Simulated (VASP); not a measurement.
Here is a VASP 6.6.1 calculation.

Contents of INCAR:

```
  PREC = Accurate
  ENCUT = 520
  EDIFF = 1E-6
  ISMEAR = 0
  SIGMA = 0.1
  LREAL = F
  LASPH = T
  NELM = 60
  ALGO = Normal
  ISIF = 2
  LWAVE = F
  LCHARG = F
  GGA = PE
  NBANDS = 19
```

Contents of KPOINTS:

```
Automatic mesh
0
Gamma
  6 6 4
```

Contents of POSCAR:

```
TiTe2
1.0
    3.8242092350      0.0000000000      0.0000000000
   -1.9121046175      3.3118623469      0.0000000000
    0.0000000000      0.0000000000      6.7182524100
Ti Te
1 2
Direct
    0.0000000000      0.0000000000      0.0000000000
    0.6666666700      0.3333333300      0.7498315100
    0.3333333300      0.6666666700      0.2501684900
```

Potentials or basis: VASP PAW PBE potentials, release 64 (Ti_sv, Te).

The run is started by

```bash
$ cat potpaw_PBE.64/Ti_sv/POTCAR potpaw_PBE.64/Te/POTCAR > POTCAR
$ mpirun -np 1 vasp_std > vasp.out
```

Problem. Predict the band gap on the k mesh.

Solution. Zero (band 12 reaches 6.48 eV, above the bottom of band 13 at 5.94 eV).

Problem. Predict the largest force.

Solution. 0.151 eV/Å.

Forces in eV/Å, atoms in the order of the input:
```
Ti   0.000  0.000  0.000
Te   0.000  0.000 -0.151
Te   0.000  0.000  0.151
```

Caveat: spin-orbit coupling is left out, which moves the levels of the heavy elements.
